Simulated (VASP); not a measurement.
A run of VASP 6.6.1 is set up as follows.

File INCAR:

```
SYSTEM = SiC
PREC     = Accurate       ! precision mode
ENCUT    = 520            ! plane-wave cutoff, eV
EDIFF    = 1E-6           ! SCF threshold, eV
ISMEAR   = 0              ! smearing method
SIGMA    = 0.02           ! smearing width, eV
LREAL    = .False.        ! projectors in reciprocal space
LASPH    = .True.         ! aspherical terms in the spheres
NELM     = 60             ! most SCF steps
ALGO     = Normal         ! electronic algorithm
ISIF     = 2              ! what is computed and relaxed
LWAVE    = .False.        ! write WAVECAR
LCHARG   = .False.        ! write CHGCAR
GGA      = PE             ! functional
NBANDS   = 16             ! bands
```

The input KPOINTS:

```
Automatic mesh
0
Gamma
  12 12 6
  0 0 0
```

The input POSCAR:

```
SiC
1.0
    3.0732254730      0.0000000000      0.0000000000
   -1.5366127365      2.6614913311      0.0000000000
    0.0000000000      0.0000000000      5.0437439570
Si C
2 2
Direct
    0.3333333333      0.6666666667      0.4995860237
    0.6666666667      0.3333333333      0.9995860237
    0.3333333333      0.6666666667      0.8754139763
    0.6666666667      0.3333333333      0.3754139763
```

Potentials or basis: VASP PAW PBE potentials, release 64 (Si, C).

Command:

```console
$ cat potpaw_PBE.64/Si/POTCAR potpaw_PBE.64/C/POTCAR > POTCAR
$ mpirun -np 1 vasp_std > vasp.out
```

Question: What does it give for the band gap on the k mesh?

Answer: 2.27 eV, indirect (least direct gap 3.98 eV).

Question: Estimate the pressure.

Answer: 4.0 GPa.

Forces on the atoms (eV/Å):
```
Si   0.000  0.000  0.003
Si   0.000  0.000  0.003
C    0.000  0.000 -0.003
C    0.000  0.000 -0.003
```

A k mesh can miss the band edges. Expect the measured gap to be larger: semilocal functionals such as PBE lack the derivative discontinuity.
